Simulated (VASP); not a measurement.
A run of VASP 6.6.1:

Contents of INCAR:

```
PREC     = Accurate       # precision mode
ENCUT    = 520            # plane-wave cutoff, eV
EDIFF    = 1E-6           # SCF threshold, eV
ISMEAR   = 0              # smearing method
SIGMA    = 0.1            # smearing width, eV
LREAL    = False          # projectors in reciprocal space
LASPH    = True           # aspherical terms in the spheres
NELM     = 80             # most SCF steps
ALGO     = Fast           # electronic algorithm
ISIF     = 2              # what is computed and relaxed
LWAVE    = False          # write WAVECAR
LCHARG   = True           # write CHGCAR
GGA      = PE             # functional
LELF     = True           # ELF
LVHAR    = True         
NBANDS   = 26             # bands
```

KPOINTS

```
Automatic mesh
0
Gamma
  4 4 4
```

POSCAR

```
Be2Ag2BAs
1.0
    3.8668700400      0.0000000000      0.0000000000
    0.0000000000      3.8668700400      0.0000000000
    0.0000000000      0.0000000000      5.0932094900
Be Ag B As
2 2 1 1
Direct
    0.0000000000      0.5000000000      0.5000000000
    0.5000000000      0.0000000000      0.5000000000
    0.5000000000      0.5000000000      0.2240000100
    0.5000000000      0.5000000000      0.7759999900
    0.0000000000      0.0000000000      0.0000000000
    0.0000000000      0.0000000000      0.5000000000
```

Potentials or basis: VASP PAW PBE potentials, release 64 (Be, Ag, B, As).

Launch:

```console
$ cat potpaw_PBE.64/Be/POTCAR potpaw_PBE.64/Ag/POTCAR potpaw_PBE.64/B/POTCAR potpaw_PBE.64/As/POTCAR > POTCAR
$ mpirun -np 1 vasp_std > vasp.out
```

Hardware: 1 thread of Intel(R) Xeon(R) Platinum 8488C (Sapphire Rapids), with other jobs on the host.

Estimate the wall time of this run.

Run time: 31 s on 1 thread of Intel(R) Xeon(R) Platinum 8488C (Sapphire Rapids) (shared host), peak memory 0.2 GiB. Counts: scf iterations 14, k points 18.
